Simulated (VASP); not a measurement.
Set up this calculation in VASP 6.6.1, as the native input.

* Task: single point
* Functional: PBE
* Potentials or basis: VASP PAW PBE potentials, release 64 (Sr_sv, Cl)
* Cutoff: 520 eV
* k mesh: 6 × 6 × 6
* Occupations: gaussian, width 0.05 eV
* Spin: no spin polarisation
* Dipole correction: no
* Further INCAR settings: ALGO = Normal; EDIFF = 1e-07; NBANDS = 19

The structure of SrCl2 lies in POSCAR:

```
SrCl2
1.0
    0.0325894250      3.4855000000      3.4855000000
    3.5180894250      0.0000000000      3.5180894250
    3.4855000000      3.4855000000      0.0325894250
Sr Cl
1 2
Direct
    0.0000000000      0.0000000000      0.0000000000
    0.2500000000      0.2500000000      0.2500000000
    0.7500000000      0.7500000000      0.7500000000
```

This cell differs from its parent crystal: strain +0.0187 x Voigt [0, 0, 0, 0, 1, 0].

One way to write it, as run:

INCAR

```
SYSTEM = SrCl2
PREC = Accurate
ENCUT = 520
EDIFF = 1E-7
ISMEAR = 0
SIGMA = 0.05
LREAL = .FALSE.
LASPH = .TRUE.
NELM = 60
ALGO = Normal
ISIF = 2
LWAVE = .FALSE.
LCHARG = .TRUE.
GGA = PE
LELF = .TRUE.
LVHAR = .TRUE.
NBANDS = 19
```

KPOINTS

```
regular mesh
0
G
  6 6 6
  0 0 0
```

Potentials or basis: VASP PAW PBE potentials, release 64 (Sr_sv, Cl).

Command:

```console
$ cat potpaw_PBE.64/Sr_sv/POTCAR potpaw_PBE.64/Cl/POTCAR > POTCAR
$ mpirun -np 1 vasp_std > vasp.out
```

It gave:

| Property | Result |
| --- | --- |
| Pressure | 1.2 GPa |
| Largest force | 0.048 eV/Å |
| Band gap on the k mesh | 5.35 eV, indirect (least direct gap 5.51 eV) |

Caveat: the cell differs from its parent crystal (strain +0.0187 x Voigt [0, 0, 0, 0, 1, 0]).

Run time: 3.1 min on 1 thread of AMD EPYC 7R13, on a shared host, peak memory 0.24 GiB.
